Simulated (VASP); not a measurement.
Write the native input for VASP 6.6.1 that does the following.

```
Task                   : single point
Functional             : PBE
Dispersion             : D3(BJ)
Potentials or basis    : VASP PAW PBE potentials, release 64 (C)
Cutoff                 : 520 eV
k mesh                 : 16 × 16 × 16
Occupations            : gaussian, width 0.03 eV
Spin                   : no spin polarisation
Dipole correction      : no
Further INCAR settings : ALGO = Normal; EDIFF = 1e-06; NBANDS = 11
```

The structure of C lies in POSCAR:

```
C
1.0
    0.0000000000      2.0755805716      3.3047059672
    1.1989765253      0.0000000000      3.3047059672
    1.1989765253      2.0755805716      0.0000000000
C
2
Direct
    0.1579107009      0.8420892991      0.1579107009
    0.8420892991      0.1579107009      0.8420892991
```

This cell differs from its parent crystal: atoms shifted along a free coordinate.

The input as run:

INCAR

```
SYSTEM = C
PREC     = Accurate       ! precision mode
ENCUT    = 520            ! plane-wave cutoff, eV
EDIFF    = 1E-6           ! SCF threshold, eV
ISMEAR   = 0              ! smearing method
SIGMA    = 0.03           ! smearing width, eV
LREAL    = .False.        ! projectors in reciprocal space
LASPH    = .True.         ! aspherical terms in the spheres
NELM     = 100            ! most SCF steps
ALGO     = Normal         ! electronic algorithm
ISIF     = 2              ! what is computed and relaxed
LWAVE    = .False.        ! write WAVECAR
LCHARG   = .False.        ! write CHGCAR
GGA      = PE             ! functional
IVDW     = 12             ! dispersion correction
NBANDS   = 11             ! bands
```

KPOINTS

```
Automatic mesh
0
Gamma
  16 16 16
  0 0 0
```

Potentials or basis: VASP PAW PBE potentials, release 64 (C).

Launch:

```bash
$ cat potpaw_PBE.64/C/POTCAR > POTCAR
$ mpirun -np 1 vasp_std > vasp.out
```

Results of the run:

```json
{
 "Pressure": "32.2 GPa",
 "Largest force": "5.267 eV/Å",
 "Band gap on the k mesh": "zero (bands 4 and 5 overlap by 0.24 eV)",
 "Dispersion energy per atom": "-0.156 eV"
}
```

Caveat: the cell differs from its parent crystal (atoms shifted along a free coordinate); the cell stands under pressure; forces of over 1 eV/Å act on the atoms, so gaps and moduli don't describe the material at rest.

Run time: 2.9 min on 1 thread of Intel Xeon 8259CL, on a shared host, peak memory 0.22 GiB.
